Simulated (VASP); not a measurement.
# SiO2 (I-42d) in VASP: single point with LDA

Aim: the single point of SiO2 with LDA.

Everything below comes from runs of VASP 6.6.1. Logs are shortened: lines on timing, memory, paths and dates and some standing lists are left out, and cuts for length are marked.

### 1 The cell of the first run

Symmetry: I-42d, No. 122, tetragonal system. The conventional cell has a = 4.748 Å, b = 4.748 Å, c = 7.488 Å, α = 90.00°, β = 90.00°, γ = 90.00°. Within 2.2 Å of Si (site symmetry -4) lie 4 O at 1.62 Å. Within 2.2 Å of O (site symmetry 2) lie 2 Si at 1.62 Å.

### 2 Single point, LDA

Input file INCAR:

```
PREC     = Accurate       # precision mode
ENCUT    = 520            # plane-wave cutoff, eV
EDIFF    = 1E-6           # SCF threshold, eV
ISMEAR   = 0              # smearing method
SIGMA    = 0.05           # smearing width, eV
LREAL    = F              # projectors in reciprocal space
LASPH    = T              # aspherical terms in the spheres
NELM     = 80             # most SCF steps
ALGO     = Normal         # electronic algorithm
ISIF     = 2              # what is computed and relaxed
LWAVE    = F              # write WAVECAR
LCHARG   = F              # write CHGCAR
GGA      = CA             # functional
NBANDS   = 25             # bands
```

Input file KPOINTS:

```
Automatic mesh
0
Gamma
  8 8 8
```

Input file POSCAR:

```
SiO2
1.0
   -2.3740500000      2.3740500000      3.7440000000
    2.3740500000     -2.3740500000      3.7440000000
    2.3740500000      2.3740500000     -3.7440000000
Si O
2 4
Direct
    0.0000000000      0.0000000000      0.0000000000
    0.7500000000      0.2500000000      0.5000000000
    0.9983800000      0.6250000000      0.8733800000
    0.3750000000      0.2483800000      0.3733800000
    0.7516200000      0.1250000000      0.1266200000
    0.8750000000      0.0016200000      0.6266200000
```

Potentials or basis: VASP PAW LDA potentials, release 64 (Si, O).

On the command line:

```bash
cat potpaw_LDA.64/Si/POTCAR potpaw_LDA.64/O/POTCAR > POTCAR
mpirun -np 1 vasp_std > vasp.out
```

OUTCAR:

```text
PREC = Accurate
   ENCUT = 520
   EDIFF = 1E-6
   ISMEAR = 0
   LREAL = F
   LASPH = T
   NELM = 80
   ISIF = 2
   GGA = CA

 ion  position               nearest neighbor table
   1  0.000  0.000  0.000-   3 1.62   4 1.62   5 1.62   6 1.62   2 3.02   2 3.02   2 3.02   2 3.02

   2  0.750  0.250  0.500-   3 1.62   4 1.62   5 1.62   6 1.62   1 3.02   1 3.02   1 3.02   1 3.02

   3  0.998  0.625  0.873-   1 1.62   2 1.62
   4  0.375  0.248  0.373-   1 1.62   2 1.62
   5  0.752  0.125  0.127-   1 1.62   2 1.62
   6  0.875  0.002  0.627-   1 1.62   2 1.62

  LATTYP: Found a body centered tetragonal cell.
 ALAT       =     4.7481000000
 C/A-ratio  =     1.5770518734

  Lattice vectors:

 A1 = (  -2.3740500000,   2.3740500000,   3.7440000000)
 A2 = (   2.3740500000,  -2.3740500000,   3.7440000000)
 A3 = (   2.3740500000,   2.3740500000,  -3.7440000000)

Analysis of symmetry for initial positions (statically):
=====================================================================
 Subroutine PRICEL returns:
 Original cell was already a primitive cell.

 Routine SETGRP: Setting up the symmetry group for a
 body centered tetragonal supercell.

 Subroutine GETGRP returns: Found  8 space group operations
 (whereof  4 operations were pure point group operations)
 out of a pool of 16 trial point group operations.

The static configuration has the point symmetry S_4 .
 The point group associated with its full space group is D_2d.

Analysis of symmetry for dynamics (positions and initial velocities):
=====================================================================
 Subroutine PRICEL returns:
 Original cell was already a primitive cell.

 Routine SETGRP: Setting up the symmetry group for a
 body centered tetragonal supercell.

 Subroutine GETGRP returns: Found  8 space group operations
 (whereof  4 operations were pure point group operations)
 out of a pool of 16 trial point group operations.

The dynamic configuration has the point symmetry S_4 .
 The point group associated with its full space group is D_2d.

 Subroutine INISYM returns: Found  8 space group operations
 (whereof  4 operations are pure point group operations),
 and found     1 'primitive' translations

----------------------------------------------------------------------------------------

                                     Primitive cell

  volume of cell :      84.4064

  direct lattice vectors                    reciprocal lattice vectors
    -2.374050000  2.374050000  3.744000000     0.000000000  0.210610560  0.133547009
     2.374050000 -2.374050000  3.744000000     0.210610560  0.000000000  0.133547009
     2.374050000  2.374050000 -3.744000000     0.210610560  0.210610560  0.000000000

  length of vectors
     5.028892801  5.028892801  5.028892801     0.249382460  0.249382460  0.297848310

  position of ions in fractional coordinates (direct lattice)
     0.000000000  0.000000000  0.000000000
     0.750000000  0.250000000  0.500000000
     0.998380000  0.625000000  0.873380000
     0.375000000  0.248380000  0.373380000
     0.751620000  0.125000000  0.126620000
     0.875000000  0.001620000  0.626620000

  ion indices of the primitive-cell ions
   primitive index   ion index
                 1           1
                 2           2
                 3           3
                 4           4
                 5           5
                 6           6

----------------------------------------------------------------------------------------

 KPOINTS: Automatic mesh

Automatic generation of k-mesh.
 Grid dimensions read from file:
 generate k-points for:    8    8    8

 Generating k-lattice:

  Cartesian coordinates                     Fractional coordinates (reciprocal lattice)
     0.000000000  0.026326320  0.016693376     0.125000000 -0.000000000  0.000000000
     0.026326320  0.000000000  0.016693376    -0.000000000  0.125000000  0.000000000
     0.026326320  0.026326320  0.000000000     0.000000000  0.000000000  0.125000000

  Length of vectors
     0.031172808  0.031172808  0.037231039

  Shift w.r.t. Gamma in fractional coordinates (k-lattice)
     0.000000000  0.000000000  0.000000000

 Subroutine IBZKPT returns following result:
 ===========================================

 Found     59 irreducible k-points:

 Following reciprocal coordinates:
            Coordinates               Weight
  0.000000  0.000000  0.000000      1.000000
  0.125000  0.000000  0.000000      8.000000
  0.250000  0.000000  0.000000      8.000000
  0.375000  0.000000  0.000000      8.000000
  0.500000  0.000000  0.000000      4.000000
  0.125000  0.125000  0.000000      8.000000
[... 16 lines left out ...]
  0.250000  0.125000  0.125000     16.000000
  0.375000  0.125000  0.125000      8.000000
 [... further k-points ...]
   k-points           NKPTS =     59   k-points in BZ     NKDIM =     59   number of bands    NBANDS=     25
   number of dos      NEDOS =    301   number of ions     NIONS =      6
   total plane-waves  NPLWV =  64000
   dimension x,y,z NGX =    40 NGY =   40 NGZ =   40
   dimension x,y,z NGXF=    80 NGYF=   80 NGZF=   80
   ions per type =               2   4
   NGX,Y,Z   is equivalent  to a cutoff of  13.22, 13.22, 13.22 a.u.
   NGXF,Y,Z  is equivalent  to a cutoff of  26.45, 26.45, 26.45 a.u.
 SYSTEM =  unknown system
   PREC   = accura    normal or accurate (medium, high low for compatibility)
   ISTART =      0    job   : 0-new  1-cont  2-samecut
   ICHARG =      2    charge: 1-file 2-atom 10-const
   ISPIN  =      1    spin polarized calculation?
   LNONCOLLINEAR =      F non collinear calculations
   LSORBIT =      F    spin-orbit coupling
   LASPH  =      T    aspherical Exc in radial PAW
   ENCUT  =  520.0 eV  38.22 Ry    6.18 a.u.   9.35  9.35  9.35*2*pi/ulx,y,z
   NELM   =     80;   NELMIN=  2; NELMDL= -5     # of ELM steps
   EDIFF  = 0.1E-05   stopping-criterion for ELM
   LREAL  =      F    real-space projection
   EDIFFG = 0.1E-04   stopping-criterion for IOM
   NSW    =      0    number of steps for IOM
   IBRION =     -1    ionic relax: 0-MD 1-quasi-New 2-CG
   NFREE  =      0    steps in history (QN), initial steepest desc. (CG)
   ISIF   =      2    stress and relaxation
   ISYM   =      2    0-nonsym 1-usesym 2-fastsym
   POTIM  = 0.5000    time-step for ionic-motion
   TEBEG  =    0.0;   TEEND  =   0.0 temperature during run
   PSTRESS=    0.0 pullay stress
   NELECT =      32.0000    total number of electrons
   NUPDOWN=      -1.0000    fix difference up-down
   EMIN   =  10.00;   EMAX   =-10.00  energy-range for DOS
   EFERMI =   0.00;   METHOD = LEGACY
   ISMEAR =     0;   SIGMA  =   0.05  broadening in eV -4-tet -1-fermi 0-gaus
   EFERMI_NEDOS =   21; number of points for ismear=-14 and -15
   IALGO  =     38    algorithm
   IMIX   =      4    mixing-type and parameters
     AMIX     =   0.40;   BMIX     =  1.00
     AMIX_MAG =   1.60;   BMIX_MAG =  1.00
  volume/ion in A,a.u.               =      14.07        94.93
  Fermi-wavevector in a.u.,A,eV,Ry     =   1.184858  2.239057 19.101062  1.403888
  Thomas-Fermi vector in A             =   2.321064
   LORBIT       =      0    0 simple, 1 ext, 2 COOP (PROOUT), +10 PAW based schemes
   GGA     = CA    functional components
   LHFCALC =     F    Hartree Fock is set to
   AEXX    =    0.0000 exact exchange contribution
   IVDW    =     0    specifies the selected vdW correction
   LEPSILON=     F    determine dielectric tensor
   LRPA    =     F    only Hartree local field effects (RPA)
 non-spin polarized calculation
 Gauss-broadening in eV      SIGMA  =   0.05
  energy-cutoff  :      520.00
  volume of cell :       84.41
 maximum number of plane-waves:      2317
 NGX is ok and might be reduce to    40
   NGX = 19   NGY = 19   NGZ = 19

 number of electron      32.0000013 magnetization

 Free energy of the ion-electron system (eV)
  ---------------------------------------------------
  ext. energy  EPLUGINS =         0.00000000
  ---------------------------------------------------
  free energy    TOTEN  =       -51.82316040 eV

  energy without entropy =      -51.82316040  energy(sigma->0) =      -51.82316040

 E-fermi :  -0.1559     XC(G=0):  -9.1268

 val. band max:       -0.3764697220   @ k =   0.0000   0.0000   0.0000
 cond. band min:       5.4405503861   @ k =   0.0000   0.0000   0.0000
 fundamental gap:      5.8170201081
 Fermi energy:        -0.1558537750

 k-point     1 :       0.0000    0.0000    0.0000
  band No.  band energies     occupation
      1     -19.2365      2.00000
      2     -17.0455      2.00000
      3     -17.0237      2.00000
      4     -17.0237      2.00000
      5      -9.2171      2.00000
      6      -5.6938      2.00000
[... 17 lines left out ...]
     24      13.0194      0.00000
     25      13.4058      0.00000

 k-point     2 :       0.1250    0.0000    0.0000
  band No.  band energies     occupation
      1     -19.1855      2.00000
      2     -17.1188      2.00000
      3     -17.0445      2.00000
      4     -17.0232      2.00000
      5      -9.1010      2.00000
      6      -5.7348      2.00000
[... 17 lines left out ...]
     24      12.8173      0.00000
     25      13.2847      0.00000

 k-point     3 :       0.2500    0.0000    0.0000
  band No.  band energies     occupation
      1     -19.0444      2.00000
      2     -17.3408      2.00000
      3     -17.0595      2.00000
      4     -17.0284      2.00000
      5      -8.7994      2.00000
      6      -5.8816      2.00000
[... 17 lines left out ...]
     24      12.5299      0.00000
     25      13.2788      0.00000

 k-point     4 :       0.3750    0.0000    0.0000
  band No.  band energies     occupation
      1     -18.8600      2.00000
      2     -17.6035      2.00000
      3     -17.0695      2.00000
      4     -17.0378      2.00000
      5      -8.4515      2.00000
      6      -6.0732      2.00000
[... 17 lines left out ...]
     24      12.3195      0.00000
     25      13.5006      0.00000

 k-point     5 :       0.5000    0.0000    0.0000
  band No.  band energies     occupation
      1     -18.7584      2.00000
      2     -17.7368      2.00000
      3     -17.0726      2.00000
      4     -17.0425      2.00000
      5      -8.2850      2.00000
      6      -6.1725      2.00000
[... 17 lines left out ...]
     24      12.4452      0.00000
     25      13.1655      0.00000

 k-point     6 :       0.1250    0.1250    0.0000
  band No.  band energies     occupation
      1     -19.1047      2.00000
      2     -17.2483      2.00000
      3     -17.0415      2.00000
      4     -17.0398      2.00000
      5      -8.9154      2.00000
      6      -5.8437      2.00000
[... 17 lines left out ...]
     24      12.6349      0.00000
     25      13.3870      0.00000
[... 393 lines left out ...]
 k-point    21 :       0.5000    0.5000    0.0000
  band No.  band energies     occupation
      1     -18.2487      2.00000
      2     -18.2487      2.00000
      3     -17.0997      2.00000
      4     -17.0997      2.00000
      5      -7.3885      2.00000
      6      -7.3885      2.00000
[... 17 lines left out ...]
     24      11.3673      0.00000
     25      12.8394      0.00000

 k-point    22 :       0.1250    0.1250    0.1250
  band No.  band energies     occupation
      1     -18.9128      2.00000
      2     -17.5010      2.00000
      3     -17.0662      2.00000
      4     -17.0655      2.00000
      5      -8.5474      2.00000
      6      -6.2219      2.00000
[... 17 lines left out ...]
     24      12.0426      0.00000
     25      13.0233      0.00000

 k-point    23 :       0.2500    0.1250    0.1250
  band No.  band energies     occupation
      1     -18.7250      2.00000
      2     -17.7427      2.00000
      3     -17.0816      2.00000
      4     -17.0738      2.00000
      5      -8.2009      2.00000
      6      -6.4676      2.00000
[... 17 lines left out ...]
     24      12.2345      0.00000
     25      13.0667      0.00000

 k-point    24 :       0.3750    0.1250    0.1250
  band No.  band energies     occupation
      1     -18.6136      2.00000
      2     -17.8766      2.00000
      3     -17.0832      2.00000
      4     -17.0814      2.00000
      5      -8.0168      2.00000
      6      -6.6078      2.00000
[... 17 lines left out ...]
     24      12.4449      0.00000
     25      13.2631      0.00000

 [... further k-points ...]
[... 5 lines left out ...]
  --------------------------------------------------------------------------------------
  -------------------------------------------------------------------------------------
  Total       -0.9013978     -0.9013978     -1.9099038      0.0000000     -0.0000000      0.0000000
  in kB      -17.1100604    -17.1100604    -36.2532145      0.0000000     -0.0000000      0.0000000
  external PRESSURE =     -23.4911117 kB  Pullay stress =       0.0000000 kB

 VOLUME and BASIS-vectors are now :
 -----------------------------------------------------------------------------
  energy-cutoff  :      520.00
  volume of cell :       84.41
      direct lattice vectors                 reciprocal lattice vectors
    -2.374050000  2.374050000  3.744000000     0.000000000  0.210610560  0.133547009
     2.374050000 -2.374050000  3.744000000     0.210610560  0.000000000  0.133547009
     2.374050000  2.374050000 -3.744000000     0.210610560  0.210610560  0.000000000

 POSITION                                       TOTAL-FORCE (eV/Angst)
 -----------------------------------------------------------------------------------
      0.00000      0.00000      0.00000        -0.000000     -0.000000     -0.000000
      0.00000      2.37405      1.87200        -0.000000     -0.000000      0.000000
      1.18702      2.95987      2.80800        -0.000000     -0.252403      0.000000
      0.58582      1.18702      0.93600        -0.252403     -0.000000      0.000000
     -1.18702      1.78823      2.80800        -0.000000      0.252403      0.000000
     -0.58582      3.56107      0.93600         0.252403     -0.000000      0.000000
 -----------------------------------------------------------------------------------
    total drift:                                0.000002      0.000002      0.000003

  FREE ENERGIE OF THE ION-ELECTRON SYSTEM (eV)
  ---------------------------------------------------
  free  energy   TOTEN  =       -51.8231604009 eV

  energy  without entropy=      -51.8231604009  energy(sigma->0) =      -51.82316040
```

Run time: 1.7 min. Hardware: 1 thread of Intel Xeon Platinum 8259CL at 2.50GHz (Skylake/Cascade Lake), shared host; peak memory 0.25 GiB.

What came out:

```yaml
Free_energy: -51.8232 eV
Pressure: -2.3 GPa
Largest_force: 0.252 eV/Å
Band_gap_on_the_k_mesh: 5.82 eV, direct
```

Forces on the atoms (eV/Å):
```
Si   0.000  0.000  0.000
Si   0.000  0.000  0.000
O    0.000 -0.252  0.000
O   -0.252  0.000  0.000
O    0.000  0.252  0.000
O    0.252  0.000  0.000
```

Levels at points of the mesh, in eV from the valence-band top:
```csv
k point,band 14,band 15,band 16,band 17,band 18,band 19
"(0.00, 0.00, 0.00)",-1.02,0.00,0.00,5.82,8.42,11.06
"(0.50, 0.00, 0.00)",-0.68,-0.28,-0.18,8.20,8.94,9.76
"(0.50, 0.50, 0.00)",-0.75,-0.23,-0.23,9.24,9.24,9.92
"(0.50, 0.50, 0.50)",-1.50,-0.11,-0.11,8.78,8.78,9.45
```

A k mesh can miss the band edges. Expect the measured gap to be larger: semilocal functionals such as LDA lack the derivative discontinuity.
